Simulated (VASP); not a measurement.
**AlN: single point with PBE-based screened hybrid with 10 % exact exchange**

AlN:

```
Al N
1.0
     0.00000    2.01887    2.01887
     2.01887    0.00000    2.01887
     2.01887    2.01887    0.00000
Al N
1 1
Direct
  0.00000 0.00000 0.00000
  0.50000 0.50000 0.50000
```

```
Program             : VASP 6.6.1
Task                : single point
Functional          : PBE-based screened hybrid with 10 % exact exchange
Potentials or basis : VASP PAW PBE potentials, release 64 (Al, N)
Cutoff              : 520 eV
k mesh              : 6 × 6 × 6
Occupations         : gaussian, width 0.01 eV
Spin                : no spin polarisation
```

* Pressure: 3.1 GPa
* Band gap on the k mesh: 5.19 eV (least direct gap 6.34 eV)

Levels at points of the mesh, in eV from the valence-band top:
```
           k point  band 1  band 2  band 3  band 4  band 5  band 6  band 7  band 8
(0.00, 0.00, 0.00)  -18.26    0.00    0.00    0.00    6.34   12.83   12.83   12.83
(0.50, 0.00, 0.00)  -14.90   -8.61   -1.12   -1.12    6.71   11.66   11.66   14.25
(0.50, 0.50, 0.00)  -13.88   -7.67   -2.91   -2.91    5.19    5.81   14.98   18.20
```

Wall time 3.6 min on 1 thread of Intel(R) Xeon(R) Platinum 8259CL CPU @ 2.50GHz (Skylake/Cascade Lake), on a shared host, peak memory 0.23 GiB.

Caveat: the k points lie up to 0.45 Å⁻¹ apart; the structure was generated, so it needn't be the stable form of AlN; the PAW data sets were made with another functional, which shifts forces and pressure a little. A k mesh can miss the band edges.
